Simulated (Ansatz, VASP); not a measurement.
# MoS2: VASP beside Ansatz

POSCAR

```
MoS2
1.0
    3.1730199390      0.0000000000      0.0000000000
   -1.5865099695      2.7479158739      0.0000000000
    0.0000000000      0.0000000000     12.4358958808
Mo S
2 4
Direct
    0.3333333333      0.6666666667      0.2500000000
    0.6666666667      0.3333333333      0.7500000000
    0.6666666667      0.3333333333      0.3750995328
    0.6666666667      0.3333333333      0.1249004672
    0.3333333333      0.6666666667      0.8750995328
    0.3333333333      0.6666666667      0.6249004672
```

INCAR.step1

```
SYSTEM = MoS2
PREC = Accurate ; ENCUT = 520
ISMEAR = 0 ; SIGMA = 0.01
LREAL = .FALSE. ; LASPH = .TRUE.
NELM = 60 ; NBANDS = 35
GGA = PE ; ALGO = Normal
EDIFF = 1E-4 ; LWAVE = .TRUE.
LCHARG = .FALSE.
```

File INCAR.step2:

```
SYSTEM = MoS2
PREC = Accurate ; ENCUT = 520
EDIFF = 1E-6 ; ISMEAR = 0
SIGMA = 0.01 ; LREAL = .FALSE.
LASPH = .TRUE. ; NELM = 60
ALGO = Normal ; ISIF = 2
LWAVE = .FALSE. ; LCHARG = .TRUE.
METAGGA = R2SCAN ; LMIXTAU = .TRUE.
LELF = .TRUE. ; LVHAR = .TRUE.
NBANDS = 35 ; ISTART = 1
```

File KPOINTS:

```
Automatic mesh
0
G
  12 12 2
  0 0 0
```

Input for Ansatz:

```yaml
crystal:
  lattice:
    - [3.173019939, 0.0, 0.0]
    - [-1.5865099695, 2.7479158739, 0.0]
    - [0.0, 0.0, 12.4358958808]
  atoms:
    - { symbol: Mo, position: [0.3333333333, 0.6666666667, 0.25] }
    - { symbol: Mo, position: [0.6666666667, 0.3333333333, 0.75] }
    - { symbol: S, position: [0.6666666667, 0.3333333333, 0.3750995328] }
    - { symbol: S, position: [0.6666666667, 0.3333333333, 0.1249004672] }
    - { symbol: S, position: [0.3333333333, 0.6666666667, 0.8750995328] }
    - { symbol: S, position: [0.3333333333, 0.6666666667, 0.6249004672] }
kpoints:
  mp_grid: { grid: [12, 12, 2] }
  band_path:
    path:
      - [0.0, 0.0, 0.0]
      - [0.5, 0.0, 0.0]
      - [0.3333333333, 0.3333333333, 0.0]
      - [0.0, 0.0, 0.5]
      - [0.5, 0.0, 0.5]
      - [0.3333333333, 0.3333333333, 0.5]
      - [0.177083, 0.177083, 0.0]
    npoints: 1
hamiltonian:
  xc: r2scan
scf:
  occupations: { method: fixed }
  n_extra_bands: 5
output:
  forces: true
  stress: true
  eigenvalues: true
```

Alike in both runs: task single point; functional r2SCAN; k mesh 12 × 12 × 2; no spin polarisation.

|  | VASP | Ansatz |
| --- | --- | --- |
| version | VASP 6.6.1 | Ansatz 0.2.0 |
| potentials or method | VASP PAW PBE potentials, release 64 (Mo_sv, S) | plane waves, PAW |
| plane-wave cutoff (eV) | 520 | 500 |
| occupations | gaussian, width 0.01 eV | fixed |
| valence electrons in the cell | 52 | 52 |

Ansatz gave:

* gap on the k mesh at the Fermi level (eV): 1.04
* pressure (GPa): 1.2
* traceless stress, the component that is largest in VASP (GPa): -0.10
* rms of the force components (eV/Å): 0.026

Task: Which values does VASP return?

Result: gap on the k mesh at the Fermi level (eV): 1.05; pressure (GPa): 1.2; traceless stress, the component that is largest in VASP (GPa): -0.16; rms of the force components (eV/Å): 0.024.

VASP's potentials were made for PBE, not for r2SCAN. Atom by atom the forces differ by 0.002 eV/Å (rms over components).
